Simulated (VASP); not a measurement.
Input of a VASP 6.6.1 run:

INCAR

```
SYSTEM = Mg9O8
PREC     = Accurate       ! precision mode
ENCUT    = 520            ! plane-wave cutoff, eV
EDIFF    = 1E-6           ! SCF threshold, eV
ISMEAR   = 0              ! smearing method
SIGMA    = 0.02           ! smearing width, eV
LREAL    = Auto         
LASPH    = .True.         ! aspherical terms in the spheres
NELM     = 60             ! most SCF steps
ALGO     = Normal         ! electronic algorithm
ISIF     = 2              ! what is computed and relaxed
LWAVE    = .False.        ! write WAVECAR
LCHARG   = .False.        ! write CHGCAR
GGA      = PE             ! functional
IVDW     = 12             ! dispersion correction
IBRION   = 2              ! ionic algorithm
NSW      = 80             ! ionic steps
EDIFFG   = -0.03          ! ionic threshold
```

KPOINTS

```
Automatic mesh
0
Gamma
  2 2 2
  0 0 0
```

The input POSCAR:

```
Mg9O8
1.0
    0.0000000000      4.2120000000      4.2120000000
    4.2120000000      0.0000000000      4.2120000000
    4.2120000000      4.2120000000      0.0000000000
Mg O
9 8
Direct
    0.0000000000      0.0000000000      0.0000000000
    0.0000000000      0.0000000000      0.5000000000
    0.0000000000      0.5000000000      0.0000000000
    0.0000000000      0.5000000000      0.5000000000
    0.5000000000      0.0000000000      0.0000000000
    0.5000000000      0.0000000000      0.5000000000
    0.5000000000      0.5000000000      0.0000000000
    0.5000000000      0.5000000000      0.5000000000
    0.8933111000      0.3705176000      0.3650476000
    0.2500000000      0.2500000000      0.2500000000
    0.2500000000      0.2500000000      0.7500000000
    0.2500000000      0.7500000000      0.2500000000
    0.2500000000      0.7500000000      0.7500000000
    0.7500000000      0.2500000000      0.2500000000
    0.7500000000      0.2500000000      0.7500000000
    0.7500000000      0.7500000000      0.2500000000
    0.7500000000      0.7500000000      0.7500000000
```

Potentials or basis: VASP PAW PBE potentials, release 64 (Mg, O).

Command:

```sh
$ cat potpaw_PBE.64/Mg/POTCAR potpaw_PBE.64/O/POTCAR > POTCAR
$ mpirun -np 1 vasp_std > vasp.out
```

What does it give for the energy gained by relaxing?

365.5 meV/atom.

Estimate the band gap on the k mesh.

zero (bands 33 and 34 overlap by 0.41 eV).

Predict the dispersion energy per atom.

-0.333 eV.

Step by step:
```
step  energy change (eV)  largest force (eV/Å)  pressure (GPa)
   1              0.0000               11.0357           40.88
   2             -2.3016                9.8445           47.75
   3             -5.8674                1.1529           39.39
   4             -6.0777                0.9898           38.13
   5             -6.0789                1.1561           38.05
   6             -6.1638                0.3378           36.90
   7             -6.1642                0.3088           36.96
   8             -6.1858                0.2179           36.80
   9             -6.1894                0.3166           36.73
  10             -6.1913                0.2157           36.59
  11             -6.1926                0.0870           36.63
  12             -6.1934                0.0464           36.59
  13             -6.1936                0.0678           36.55
  14             -6.1942                0.0442           36.55
  15             -6.1944                0.0587           36.55
  16             -6.1949                0.0485           36.55
  17             -6.1957                0.0478           36.55
  18             -6.1963                0.0597           36.55
  19             -6.1965                0.1330           36.54
  20             -6.1968                0.1324           36.54
  21             -6.1976                0.1295           36.53
  22             -6.1989                0.1274           36.50
  23             -6.1996                0.1467           36.43
  24             -6.1997                0.1313           36.45
  25             -6.2005                0.1248           36.43
  26             -6.2024                0.1205           36.38
  27             -6.2037                0.2270           36.33
  28             -6.2056                0.1897           36.32
  29             -6.2068                0.1194           36.31
  30             -6.2085                0.1016           36.30
  31             -6.2108                0.1441           36.28
  32             -6.2121                0.0587           36.30
  33             -6.2125                0.0677           36.32
  34             -6.2130                0.0386           36.30
  35             -6.2134                0.0399           36.28
  36             -6.2137                0.0259           36.28
```

Caveat: the k points lie up to 0.65 Å⁻¹ apart.
